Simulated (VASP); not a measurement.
Set up this calculation in VASP 6.6.1, as the native input.

* Task: single point
* Functional: LDA
* Potentials or basis: VASP PAW LDA potentials, release 64 (Cs_sv)
* Cutoff: 500 eV
* k mesh: 6 × 6 × 6
* Occupations: fermi-dirac, width 0.05 eV
* Spin: no spin polarisation
* Dipole correction: no
* Further INCAR settings: ALGO = Normal; EDIFF = 1e-06; NBANDS = 10

The structure of Cs lies in POSCAR:

```
Cs
1.0
   -3.1696337965      3.1696337965      3.1696337965
    3.1696337965     -3.1696337965      3.1696337965
    3.1696337965      3.1696337965     -3.1696337965
Cs
1
Direct
    0.0000000000      0.0000000000      0.0000000000
```

The input as run:

INCAR

```
  ALGO = Normal
  EDIFF = 1E-6
  ENCUT = 500
  GGA = CA
  GGA_COMPAT = F
  ISIF = 2
  ISMEAR = -1
  LASPH = T
  LCHARG = T
  LELF = T
  LREAL = F
  LVHAR = T
  LWAVE = F
  NBANDS = 10
  NELM = 120
  PREC = Accurate
  SIGMA = 0.05
```

KPOINTS

```
k-points
0
Gamma
  6 6 6
```

Potentials or basis: VASP PAW LDA potentials, release 64 (Cs_sv).

Command:

```bash
$ cat potpaw_LDA.64/Cs_sv/POTCAR > POTCAR
$ mpirun -np 1 vasp_std > vasp.out
```

It gave:

- Pressure: -0.4 GPa

Run time: 28 s on 1 thread of AMD EPYC 7R13, on a shared host, peak memory 0.15 GiB.
